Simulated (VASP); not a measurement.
# PbO3 (ReO3 type) (Pm-3m) in VASP: notebook, part 3 of 3

VASP 6.6.1.

**4. Single point, PBE**

This run uses another cell than the first one, of 21.01 Å³/atom, 1.019 times its volume.

INCAR

```
SYSTEM = PbO3
ALGO = Normal
EDIFF = 1E-7
ENCUT = 520
GGA = PE
ISIF = 2
ISMEAR = -1
LASPH = .True.
LCHARG = .False.
LREAL = .False.
LWAVE = .False.
NBANDS = 24
NELM = 100
PREC = Accurate
SIGMA = 0.06122561905347299
```

KPOINTS

```
k-points
0
Gamma
  13 13 13
  0 0 0
```

POSCAR

```
PbO3
1.0
    4.3804881311      0.0000000000      0.0000000000
    0.0000000000      4.3804881311      0.0000000000
    0.0000000000      0.0000000000      4.3804881311
Pb O
1 3
Direct
    0.0000000000      0.0000000000      0.0000000000
    0.5000000000      0.0000000000      0.0000000000
    0.0000000000      0.5000000000      0.0000000000
    0.0000000000      0.0000000000      0.5000000000
```

Potentials or basis: VASP PAW PBE potentials, release 64 (Pb_d, O).

Run with:

```
$ cat potpaw_PBE.64/Pb_d/POTCAR potpaw_PBE.64/O/POTCAR > POTCAR
$ mpirun -np 1 vasp_std > vasp.out
```

OUTCAR:

```text
SYSTEM = PbO3
   EDIFF = 1E-7
   ENCUT = 520
   GGA = PE
   ISIF = 2
   ISMEAR = -1
   LASPH = .True.
   LREAL = .False.
   NELM = 100
   PREC = Accurate

 ion  position               nearest neighbor table
   1  0.000  0.000  0.000-   2 2.19   3 2.19   4 2.19   4 2.19   3 2.19   2 2.19
   2  0.500  0.000  0.000-   1 2.19   1 2.19
   3  0.000  0.500  0.000-   1 2.19   1 2.19
   4  0.000  0.000  0.500-   1 2.19   1 2.19

  LATTYP: Found a simple cubic cell.
 ALAT       =     4.3804881311

  Lattice vectors:

 A1 = (   4.3804881311,   0.0000000000,   0.0000000000)
 A2 = (   0.0000000000,   4.3804881311,   0.0000000000)
 A3 = (   0.0000000000,   0.0000000000,   4.3804881311)

Analysis of symmetry for initial positions (statically):
=====================================================================
 Subroutine PRICEL returns:
 Original cell was already a primitive cell.

 Routine SETGRP: Setting up the symmetry group for a
 simple cubic supercell.

 Subroutine GETGRP returns: Found 48 space group operations
 (whereof 48 operations were pure point group operations)
 out of a pool of 48 trial point group operations.

The static configuration has the point symmetry O_h .

Analysis of symmetry for dynamics (positions and initial velocities):
=====================================================================
 Subroutine PRICEL returns:
 Original cell was already a primitive cell.

 Routine SETGRP: Setting up the symmetry group for a
 simple cubic supercell.

 Subroutine GETGRP returns: Found 48 space group operations
 (whereof 48 operations were pure point group operations)
 out of a pool of 48 trial point group operations.

The dynamic configuration has the point symmetry O_h .

 Subroutine INISYM returns: Found 48 space group operations
 (whereof 48 operations are pure point group operations),
 and found     1 'primitive' translations

----------------------------------------------------------------------------------------

                                     Primitive cell

  volume of cell :      84.0558

  direct lattice vectors                    reciprocal lattice vectors
     4.380488131  0.000000000  0.000000000     0.228285061  0.000000000  0.000000000
     0.000000000  4.380488131  0.000000000     0.000000000  0.228285061  0.000000000
     0.000000000  0.000000000  4.380488131     0.000000000  0.000000000  0.228285061

  length of vectors
     4.380488131  4.380488131  4.380488131     0.228285061  0.228285061  0.228285061

  position of ions in fractional coordinates (direct lattice)
     0.000000000  0.000000000  0.000000000
     0.500000000  0.000000000  0.000000000
     0.000000000  0.500000000  0.000000000
     0.000000000  0.000000000  0.500000000

  ion indices of the primitive-cell ions
   primitive index   ion index
                 1           1
                 2           2
                 3           3
                 4           4

----------------------------------------------------------------------------------------

 KPOINTS: k-points

Automatic generation of k-mesh.
 Grid dimensions read from file:
 generate k-points for:   13   13   13

 Generating k-lattice:

  Cartesian coordinates                     Fractional coordinates (reciprocal lattice)
     0.017560389  0.000000000  0.000000000     0.076923077  0.000000000  0.000000000
     0.000000000  0.017560389  0.000000000     0.000000000  0.076923077  0.000000000
     0.000000000  0.000000000  0.017560389     0.000000000  0.000000000  0.076923077

  Length of vectors
     0.017560389  0.017560389  0.017560389

  Shift w.r.t. Gamma in fractional coordinates (k-lattice)
     0.000000000  0.000000000  0.000000000

 Subroutine IBZKPT returns following result:
 ===========================================

 Found     84 irreducible k-points:

 Following reciprocal coordinates:
            Coordinates               Weight
  0.000000  0.000000  0.000000      1.000000
  0.076923  0.000000  0.000000      6.000000
  0.153846  0.000000  0.000000      6.000000
  0.230769  0.000000  0.000000      6.000000
  0.307692  0.000000  0.000000      6.000000
  0.384615  0.000000  0.000000      6.000000
[... 16 lines left out ...]
  0.307692  0.307692  0.000000     12.000000
  0.384615  0.307692  0.000000     24.000000
 [... further k-points ...]
   k-points           NKPTS =     84   k-points in BZ     NKDIM =     84   number of bands    NBANDS=     24
   number of dos      NEDOS =    301   number of ions     NIONS =      4
   total plane-waves  NPLWV =  46656
   dimension x,y,z NGX =    36 NGY =   36 NGZ =   36
   dimension x,y,z NGXF=    72 NGYF=   72 NGZF=   72
   ions per type =               1   3
   NGX,Y,Z   is equivalent  to a cutoff of  13.66, 13.66, 13.66 a.u.
   NGXF,Y,Z  is equivalent  to a cutoff of  27.33, 27.33, 27.33 a.u.
 SYSTEM =  PbO3
   PREC   = accura    normal or accurate (medium, high low for compatibility)
   ISTART =      0    job   : 0-new  1-cont  2-samecut
   ICHARG =      2    charge: 1-file 2-atom 10-const
   ISPIN  =      1    spin polarized calculation?
   LNONCOLLINEAR =      F non collinear calculations
   LSORBIT =      F    spin-orbit coupling
   LASPH  =      T    aspherical Exc in radial PAW
   ENCUT  =  520.0 eV  38.22 Ry    6.18 a.u.   8.14  8.14  8.14*2*pi/ulx,y,z
   NELM   =    100;   NELMIN=  2; NELMDL= -5     # of ELM steps
   EDIFF  = 0.1E-06   stopping-criterion for ELM
   LREAL  =      F    real-space projection
   EDIFFG = 0.1E-05   stopping-criterion for IOM
   NSW    =      0    number of steps for IOM
   IBRION =     -1    ionic relax: 0-MD 1-quasi-New 2-CG
   NFREE  =      0    steps in history (QN), initial steepest desc. (CG)
   ISIF   =      2    stress and relaxation
   ISYM   =      2    0-nonsym 1-usesym 2-fastsym
   POTIM  = 0.5000    time-step for ionic-motion
   TEBEG  =    0.0;   TEEND  =   0.0 temperature during run
   PSTRESS=    0.0 pullay stress
   NELECT =      32.0000    total number of electrons
   NUPDOWN=      -1.0000    fix difference up-down
   EMIN   =  10.00;   EMAX   =-10.00  energy-range for DOS
   EFERMI =   0.00;   METHOD = LEGACY
   ISMEAR =    -1;   SIGMA  =   0.06  broadening in eV -4-tet -1-fermi 0-gaus
   EFERMI_NEDOS =   21; number of points for ismear=-14 and -15
   IALGO  =     38    algorithm
   IMIX   =      4    mixing-type and parameters
     AMIX     =   0.40;   BMIX     =  1.00
     AMIX_MAG =   1.60;   BMIX_MAG =  1.00
  volume/ion in A,a.u.               =      21.01       141.81
  Fermi-wavevector in a.u.,A,eV,Ry     =   1.186503  2.242166 19.154150  1.407790
  Thomas-Fermi vector in A             =   2.322675
   LORBIT       =      0    0 simple, 1 ext, 2 COOP (PROOUT), +10 PAW based schemes
   GGA     = PE    functional components
   LHFCALC =     F    Hartree Fock is set to
   AEXX    =    0.0000 exact exchange contribution
   IVDW    =     0    specifies the selected vdW correction
   LEPSILON=     F    determine dielectric tensor
   LRPA    =     F    only Hartree local field effects (RPA)
 non-spin polarized calculation
  energy-cutoff  :      520.00
  volume of cell :       84.06
 maximum number of plane-waves:      2301
 NGX is ok and might be reduce to    36
   NGX = 17   NGY = 17   NGZ = 17

 number of electron      31.9999976 magnetization

 Free energy of the ion-electron system (eV)
  ---------------------------------------------------
  ext. energy  EPLUGINS =         0.00000000
  ---------------------------------------------------
  free energy    TOTEN  =       -17.03310271 eV

  energy without entropy =      -16.93134374  energy(sigma->0) =      -16.98222323

 E-fermi :  -1.4220     XC(G=0):  -7.8805

 val. band max:       -1.4246992211   @ k =   0.3846   0.3077   0.2308
 cond. band min:      -1.4132656343   @ k =   0.4615   0.3846   0.2308
 fundamental gap:      0.0114335867
 Fermi energy:        -1.4220340194

 k-point     1 :       0.0000    0.0000    0.0000
  band No.  band energies     occupation
      1     -18.5236      2.00000
      2     -18.5236      2.00000
      3     -18.2617      2.00000
      4     -16.0554      2.00000
      5     -16.0554      2.00000
      6     -16.0554      2.00000
[... 16 lines left out ...]
     23      12.0102      0.00000
     24      12.0102      0.00000
[... 598 lines left out ...]
      2     -17.8568      2.00000
      3     -17.5187      2.00000
      4     -16.0946      2.00000
      5     -16.0764      2.00000
      6     -16.0715      2.00000
[... 16 lines left out ...]
     23      11.0464      0.00000
     24      12.0745      0.00000

 [... further k-points ...]
[... 5 lines left out ...]
  --------------------------------------------------------------------------------------
  -------------------------------------------------------------------------------------
  Total       -1.6704210     -1.6704210     -1.6704210     -0.0000000     -0.0000000     -0.0000000
  in kB      -31.8397023    -31.8397023    -31.8397023     -0.0000000     -0.0000000     -0.0000000
  external PRESSURE =     -31.8397023 kB  Pullay stress =       0.0000000 kB

 VOLUME and BASIS-vectors are now :
 -----------------------------------------------------------------------------
  energy-cutoff  :      520.00
  volume of cell :       84.06
      direct lattice vectors                 reciprocal lattice vectors
     4.380488131  0.000000000  0.000000000     0.228285061  0.000000000  0.000000000
     0.000000000  4.380488131  0.000000000     0.000000000  0.228285061  0.000000000
     0.000000000  0.000000000  4.380488131     0.000000000  0.000000000  0.228285061

 POSITION                                       TOTAL-FORCE (eV/Angst)
 -----------------------------------------------------------------------------------
      0.00000      0.00000      0.00000         0.000000      0.000000      0.000000
      2.19024      0.00000      0.00000         0.000000      0.000000      0.000000
      0.00000      2.19024      0.00000         0.000000      0.000000      0.000000
      0.00000      0.00000      2.19024         0.000000      0.000000      0.000000
 -----------------------------------------------------------------------------------
    total drift:                                0.000000      0.000000     -0.000000

  FREE ENERGIE OF THE ION-ELECTRON SYSTEM (eV)
  ---------------------------------------------------
  free  energy   TOTEN  =       -17.0331027142 eV

  energy  without entropy=      -16.9313437371  energy(sigma->0) =      -16.98222323
```

Wall time 2.6 min (1 thread of Intel Xeon Platinum 8488C (Sapphire Rapids), shared host); peak memory 0.29 GiB.

Results:

| Quantity | Value |
| --- | --- |
| Free energy | -17.0331 eV |
| Pressure | -3.2 GPa |
| Band gap on the k mesh | zero (band 16 reaches -1.10 eV, above the bottom of band 17 at -1.72 eV) |

Caveat: spin-orbit coupling is left out, which moves the levels of the heavy elements.
